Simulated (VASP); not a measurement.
# GaP (F-43m) in VASP: single point with PBE

Aim: the single point of GaP with PBE.

Everything below comes from runs of VASP 6.6.1. Logs are shortened: lines on timing, memory, paths and dates and some standing lists are left out, and cuts for length are marked.

### Step 1. The cell of the first run

The structure is cubic, space group F-43m (No. 216). The conventional cell has a = 5.452 Å, b = 5.452 Å, c = 5.452 Å, α = 90.00°, β = 90.00°, γ = 90.00°. Within 3.1 Å of Ga (site symmetry -43m) lie 4 P at 2.36 Å. Within 3.1 Å of P (site symmetry -43m) lie 4 Ga at 2.36 Å.

### Step 2. Single point, PBE

INCAR

```
SYSTEM = GaP
PREC = Accurate ; ENCUT = 520
EDIFF = 1E-7 ; ISMEAR = 0
SIGMA = 0.1 ; LREAL = .FALSE.
LASPH = .TRUE. ; NELM = 80
ALGO = Normal ; ISIF = 2
LWAVE = .FALSE. ; LCHARG = .TRUE.
GGA = PE ; LELF = .TRUE.
LVHAR = .TRUE. ; NBANDS = 16
```

KPOINTS

```
Automatic mesh
0
G
  6 6 6
  0 0 0
```

POSCAR

```
GaP
1.0
    0.0000000000      2.7258124945      2.7258124945
    2.7258124945      0.0000000000      2.7258124945
    2.7258124945      2.7258124945      0.0000000000
Ga P
1 1
Direct
    0.0000000000      0.0000000000      0.0000000000
    0.2500000000      0.2500000000      0.2500000000
```

Potentials or basis: VASP PAW PBE potentials, release 64 (Ga_d, P).

Run with:

```bash
cat potpaw_PBE.64/Ga_d/POTCAR potpaw_PBE.64/P/POTCAR > POTCAR
mpirun -np 1 vasp_std > vasp.out
```

OUTCAR:

```text
SYSTEM = GaP
   PREC = Accurate
   ENCUT = 520
   EDIFF = 1E-7
   ISMEAR = 0
   LREAL = .FALSE.
   LASPH = .TRUE.
   NELM = 80
   ISIF = 2
   GGA = PE

 ion  position               nearest neighbor table
   1  0.000  0.000  0.000-   2 2.36   2 2.36   2 2.36   2 2.36
   2  0.250  0.250  0.250-   1 2.36   1 2.36   1 2.36   1 2.36

  LATTYP: Found a face centered cubic cell.
 ALAT       =     5.4516249890

  Lattice vectors:

 A1 = (   0.0000000000,   2.7258124945,   2.7258124945)
 A2 = (   2.7258124945,   0.0000000000,   2.7258124945)
 A3 = (   2.7258124945,   2.7258124945,   0.0000000000)

Analysis of symmetry for initial positions (statically):
=====================================================================
 Subroutine PRICEL returns:
 Original cell was already a primitive cell.

 Routine SETGRP: Setting up the symmetry group for a
 face centered cubic supercell.

 Subroutine GETGRP returns: Found 24 space group operations
 (whereof 24 operations were pure point group operations)
 out of a pool of 48 trial point group operations.

The static configuration has the point symmetry T_d .

Analysis of symmetry for dynamics (positions and initial velocities):
=====================================================================
 Subroutine PRICEL returns:
 Original cell was already a primitive cell.

 Routine SETGRP: Setting up the symmetry group for a
 face centered cubic supercell.

 Subroutine GETGRP returns: Found 24 space group operations
 (whereof 24 operations were pure point group operations)
 out of a pool of 48 trial point group operations.

The dynamic configuration has the point symmetry T_d .

 Subroutine INISYM returns: Found 24 space group operations
 (whereof 24 operations are pure point group operations),
 and found     1 'primitive' translations

----------------------------------------------------------------------------------------

                                     Primitive cell

  volume of cell :      40.5059

  direct lattice vectors                    reciprocal lattice vectors
     0.000000000  2.725812494  2.725812494    -0.183431546  0.183431546  0.183431546
     2.725812494  0.000000000  2.725812494     0.183431546 -0.183431546  0.183431546
     2.725812494  2.725812494  0.000000000     0.183431546  0.183431546 -0.183431546

  length of vectors
[... 71 lines left out ...]
   ENCUT  =  520.0 eV  38.22 Ry    6.18 a.u.   7.17  7.17  7.17*2*pi/ulx,y,z
   NELM   =     80;   NELMIN=  2; NELMDL= -5     # of ELM steps
   EDIFF  = 0.1E-06   stopping-criterion for ELM
   LREAL  =      F    real-space projection
   EDIFFG = 0.1E-05   stopping-criterion for IOM
   NSW    =      0    number of steps for IOM
   IBRION =     -1    ionic relax: 0-MD 1-quasi-New 2-CG
   NFREE  =      0    steps in history (QN), initial steepest desc. (CG)
   ISIF   =      2    stress and relaxation
   ISYM   =      2    0-nonsym 1-usesym 2-fastsym
   POTIM  = 0.5000    time-step for ionic-motion
   TEBEG  =    0.0;   TEEND  =   0.0 temperature during run
   PSTRESS=    0.0 pullay stress
   NELECT =      18.0000    total number of electrons
   NUPDOWN=      -1.0000    fix difference up-down
   EMIN   =  10.00;   EMAX   =-10.00  energy-range for DOS
   EFERMI =   0.00;   METHOD = LEGACY
   ISMEAR =     0;   SIGMA  =   0.10  broadening in eV -4-tet -1-fermi 0-gaus
   EFERMI_NEDOS =   21; number of points for ismear=-14 and -15
   IALGO  =     38    algorithm
   IMIX   =      4    mixing-type and parameters
     AMIX     =   0.40;   BMIX     =  1.00
     AMIX_MAG =   1.60;   BMIX_MAG =  1.00
  volume/ion in A,a.u.               =      20.25       136.67
  Fermi-wavevector in a.u.,A,eV,Ry     =   1.249280  2.360796 21.234610  1.560700
  Thomas-Fermi vector in A             =   2.383328
   LORBIT       =      0    0 simple, 1 ext, 2 COOP (PROOUT), +10 PAW based schemes
   GGA     = PE    functional components
   LHFCALC =     F    Hartree Fock is set to
   AEXX    =    0.0000 exact exchange contribution
   IVDW    =     0    specifies the selected vdW correction
   LEPSILON=     F    determine dielectric tensor
   LRPA    =     F    only Hartree local field effects (RPA)
 non-spin polarized calculation
 Gauss-broadening in eV      SIGMA  =   0.10
  energy-cutoff  :      520.00
  volume of cell :       40.51
 maximum number of plane-waves:      1113
 NGX is ok and might be reduce to    30
   NGX = 15   NGY = 15   NGZ = 15

 number of electron      17.9999989 magnetization

 Free energy of the ion-electron system (eV)
  ---------------------------------------------------
  ext. energy  EPLUGINS =         0.00000000
  ---------------------------------------------------
  free energy    TOTEN  =        -9.10275445 eV

  energy without entropy =       -9.10275445  energy(sigma->0) =       -9.10275445

 E-fermi :   5.0621     XC(G=0):  -9.8270

 val. band max:        4.6526890306   @ k =   0.0000   0.0000   0.0000
 cond. band min:       6.3050268835   @ k =   0.5000   0.5000   0.0000
 fundamental gap:      1.6523378529
 Fermi energy:         5.0621160024

 k-point     1 :       0.0000    0.0000    0.0000
  band No.  band energies     occupation
      1      -9.9047      2.00000
      2      -9.9047      2.00000
      3      -9.9047      2.00000
      4      -9.8054      2.00000
      5      -9.8054      2.00000
      6      -7.8356      2.00000
[... 281 lines left out ...]
      3      -9.8447      2.00000
      4      -9.8258      2.00000
      5      -9.7922      2.00000
      6      -4.8030      2.00000
[... 8 lines left out ...]
     15      16.5539      0.00000
     16      18.2537      0.00000

------------------------ aborting loop because EDIFF is reached ----------------------------------------

  FORCE on cell =-STRESS in cart. coord.  units (eV):
  Direction    XX          YY          ZZ          XY          YZ          ZX
  --------------------------------------------------------------------------------------
  -------------------------------------------------------------------------------------
  Total        0.6202587      0.6202587      0.6202587      0.0000000      0.0000000      0.0000000
  in kB       24.5338375     24.5338375     24.5338375      0.0000000      0.0000000      0.0000000
  external PRESSURE =      24.5338375 kB  Pullay stress =       0.0000000 kB

 VOLUME and BASIS-vectors are now :
 -----------------------------------------------------------------------------
  energy-cutoff  :      520.00
  volume of cell :       40.51
      direct lattice vectors                 reciprocal lattice vectors
     0.000000000  2.725812494  2.725812494    -0.183431546  0.183431546  0.183431546
     2.725812494  0.000000000  2.725812494     0.183431546 -0.183431546  0.183431546
     2.725812494  2.725812494  0.000000000     0.183431546  0.183431546 -0.183431546

 POSITION                                       TOTAL-FORCE (eV/Angst)
 -----------------------------------------------------------------------------------
      0.00000      0.00000      0.00000         0.000000      0.000000      0.000000
      1.36291      1.36291      1.36291        -0.000000     -0.000000     -0.000000
 -----------------------------------------------------------------------------------
    total drift:                                0.000002      0.000002      0.000002

  FREE ENERGIE OF THE ION-ELECTRON SYSTEM (eV)
  ---------------------------------------------------
  free  energy   TOTEN  =        -9.1027544467 eV

  energy  without entropy=       -9.1027544467  energy(sigma->0) =       -9.10275445
```

OSZICAR:

```text
N       E                     dE             d eps       ncg     rms          rms(c)
DAV:   1     0.800499400398E+02    0.80050E+02   -0.89187E+03   536   0.162E+03
DAV:   2    -0.327992377342E+01   -0.83330E+02   -0.80163E+02   600   0.313E+02
DAV:   3    -0.928043381616E+01   -0.60005E+01   -0.59857E+01   648   0.643E+01
DAV:   4    -0.937386273426E+01   -0.93429E-01   -0.93414E-01   632   0.870E+00
DAV:   5    -0.937582621961E+01   -0.19635E-02   -0.19634E-02   616   0.112E+00    0.425E+00
DAV:   6    -0.912947499915E+01    0.24635E+00   -0.37850E-01   800   0.105E+01    0.282E+00
DAV:   7    -0.910183070581E+01    0.27644E-01   -0.96763E-02   640   0.209E+00    0.112E+00
DAV:   8    -0.910219624420E+01   -0.36554E-03   -0.13736E-02   616   0.142E+00    0.200E-01
DAV:   9    -0.910260907765E+01   -0.41283E-03   -0.13313E-03   608   0.506E-01    0.812E-02
DAV:  10    -0.910268209149E+01   -0.73014E-04   -0.11330E-04   784   0.119E-01    0.394E-02
DAV:  11    -0.910275448704E+01   -0.72396E-04   -0.98847E-05   552   0.829E-02    0.523E-03
DAV:  12    -0.910275411099E+01    0.37606E-06   -0.28486E-06   680   0.215E-02    0.329E-03
DAV:  13    -0.910275441329E+01   -0.30231E-06   -0.85670E-07   664   0.773E-03    0.193E-03
DAV:  14    -0.910275444671E+01   -0.33420E-07   -0.25796E-08   496   0.124E-03
   1 F= -.91027544E+01 E0= -.91027544E+01  d E =-.411128E-10
```

Wall time 24 s (1 thread of Intel Xeon Platinum 8259CL at 2.50GHz (Skylake/Cascade Lake), shared host); peak memory 0.16 GiB.

What came out:

```yaml
Free_energy: -9.1028 eV
Pressure: 2.5 GPa
Band_gap_on_the_k_mesh: 1.65 eV, indirect (least direct gap 1.82 eV)
```

Levels at points of the mesh, in eV from the valence-band top:
| k point | band 5 | band 6 | band 7 | band 8 | band 9 | band 10 | band 11 | band 12 | band 13 | band 14 |
| --- | --- | --- | --- | --- | --- | --- | --- | --- | --- | --- |
| (0.00, 0.00, 0.00) | -14.46 | -12.49 | 0.00 | 0.00 | 0.00 | 1.82 | 3.88 | 3.88 | 3.88 | 8.80 |
| (0.50, 0.00, 0.00) | -14.45 | -10.42 | -6.63 | -1.12 | -1.12 | 1.67 | 4.72 | 4.72 | 8.28 | 10.89 |
| (0.50, 0.50, 0.00) | -14.44 | -9.52 | -6.75 | -2.68 | -2.68 | 1.65 | 1.82 | 10.59 | 10.59 | 11.19 |

A k mesh can miss the band edges. As with any semilocal functional, this PBE gap is likely too small.
